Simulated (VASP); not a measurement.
Runs of VASP 6.6.1 on Ge. The structure is that of space group Im-3m (No. 229), or close to it. The cells are those of the table. 

```tsv
task	cell	gap on the mesh (eV)	pressure (GPa)
relaxation of cell and atoms	relaxed from a = 2.884 Å, angles 109.5°, 1 atom	none	0.0
single point	a = 2.884 Å, angles 109.5°, 1 atom	none	-0.2
single point	a = 2.898 Å, angles 109.5°, 1 atom	none	-1.3
single point	a = 2.869 Å, angles 109.5°, 1 atom	none	(a)
```

Alike in all rows: level PBEsol; potentials or basis VASP PAW PBE potentials, release 64 (Ge_d); no spin polarisation; k mesh 7 × 7 × 7; cutoff (eV) 500; smearing fermi-dirac 0.02 eV.

Estimate the missing entries.

(a) 1.1.

Caveats: all runs use coarse meshes; the PAW data sets were made with another functional, which shifts forces and pressure a little; the relaxation stopped at its first step, so nothing moved (some runs).

A k mesh can miss the band edges, and the runs leave out spin-orbit coupling on Ge.

A gap of «none» marks levels without a gap at the run's occupations.
